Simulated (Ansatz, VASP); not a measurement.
Al2Cu: VASP beside Ansatz

File INCAR:

```
SYSTEM = Al2Cu
  PREC = Accurate
  ENCUT = 520
  EDIFF = 1E-6
  ISMEAR = 0
  SIGMA = 0.1
  LREAL = .FALSE.
  LASPH = .TRUE.
  NELM = 100
  ALGO = Fast
  ISIF = 2
  LWAVE = .FALSE.
  LCHARG = .FALSE.
  GGA = PS
  NBANDS = 16
```

The input KPOINTS:

```
regular mesh
0
G
  14 14 18
  0 0 0
```

POSCAR

```
Al2Cu
1.0
    4.1051820000      0.0000000000      0.0000000000
    0.0000000000      4.1051820000      0.0000000000
    0.0000000000      0.0000000000      2.8913130000
Al Cu
2 1
Direct
    0.5000000000      0.0000000000      0.5000000000
    0.0000000000      0.5000000000      0.5000000000
    0.0000000000      0.0000000000      0.0000000000
```

Input for Ansatz:

```yaml
crystal:
  lattice:
    - [4.105182, 0.0, 0.0]
    - [0.0, 4.105182, 0.0]
    - [0.0, 0.0, 2.891313]
  atoms:
    - { symbol: Al, position: [0.5, 0.0, 0.5] }
    - { symbol: Al, position: [0.0, 0.5, 0.5] }
    - { symbol: Cu, position: [0.0, 0.0, 0.0] }
basis:
  ecutwfc: 420
kpoints:
  mp_grid: { grid: [14, 14, 18] }
hamiltonian:
  xc: pbesol
scf:
  occupations: { method: gaussian, width: 0.1 }
output:
  forces: true
  stress: true
  eigenvalues: true
```

Alike in both runs: task single point; functional PBEsol; k mesh 14 × 14 × 18; occupations gaussian, width 0.1 eV; no spin polarisation.

|  | VASP | Ansatz |
| --- | --- | --- |
| version | VASP 6.6.1 | Ansatz 0.2.0 |
| potentials or method | VASP PAW PBE potentials, release 64 (Al, Cu), cutoff 520 eV | scalar-relativistic, plane waves, PAW |
| valence electrons in the cell | 17 | 25 |

```tsv
	VASP	Ansatz	Ansatz less VASP
gap on the k mesh at the Fermi level (eV)	none	none	-
pressure (GPa)	-2.4	-2.4	-0.05
traceless stress, the component that is largest in VASP (GPa)	-0.76	-0.75	+0.009
```

VASP's potentials were made for PBE, not for PBEsol. A gap of «none» marks a metal or a gap that the smearing closes. VASP's potentials hold 17 valence electrons a cell and Ansatz's 25, so a difference there can come from the potentials and not from the codes.
